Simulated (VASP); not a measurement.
Write the native input for VASP 6.6.1 that does the following.

* Task: single point
* Functional: PBE
* Potentials or basis: VASP PAW PBE potentials, release 64 (Lu, Bi_d)
* Cutoff: 520 eV
* k mesh: 4 × 4 × 4
* Occupations: gaussian, width 0.1 eV
* Spin: no spin polarisation
* Dipole correction: no
* Further INCAR settings: ALGO = Normal; EDIFF = 1e-06; NBANDS = 53

The structure of Lu3Bi lies in POSCAR:

```
Lu3Bi
1.0
    0.0000000000      4.0028773200      4.0028773200
    4.0028773200      0.0000000000      4.0028773200
    4.0028773200      4.0028773200      0.0000000000
Lu Bi
3 1
Direct
    0.2500000000      0.2500000000      0.2500000000
    0.7500000000      0.7500000000      0.7500000000
    0.5000000000      0.5000000000      0.5000000000
    0.0000000000      0.0000000000      0.0000000000
```

One way to write it, as run:

INCAR

```
ALGO     = Normal         # electronic algorithm
EDIFF    = 1E-6           # SCF threshold, eV
ENCUT    = 520            # plane-wave cutoff, eV
GGA      = PE             # functional
ISIF     = 2              # what is computed and relaxed
ISMEAR   = 0              # smearing method
LASPH    = T              # aspherical terms in the spheres
LCHARG   = T              # write CHGCAR
LELF     = T              # ELF
LREAL    = F              # projectors in reciprocal space
LVHAR    = T            
LWAVE    = F              # write WAVECAR
NBANDS   = 53             # bands
NELM     = 80             # most SCF steps
PREC     = Accurate       # precision mode
SIGMA    = 0.1            # smearing width, eV
```

KPOINTS

```
k-points
0
Gamma
  4 4 4
```

Potentials or basis: VASP PAW PBE potentials, release 64 (Lu, Bi_d).

The run is started by

```console
$ cat potpaw_PBE.64/Lu/POTCAR potpaw_PBE.64/Bi_d/POTCAR > POTCAR
$ mpirun -np 1 vasp_std > vasp.out
```

It gave:

The pressure is -4.6 GPa and the band gap on the k mesh is zero (band 45 reaches 4.05 eV, above the bottom of band 46 at 3.28 eV).

Caveat: spin-orbit coupling is left out, which moves the levels of the heavy elements.

It took 48 s on 1 thread of Intel(R) Xeon(R) Platinum 8559C (Emerald Rapids), on a shared host, peak memory 0.27 GiB.
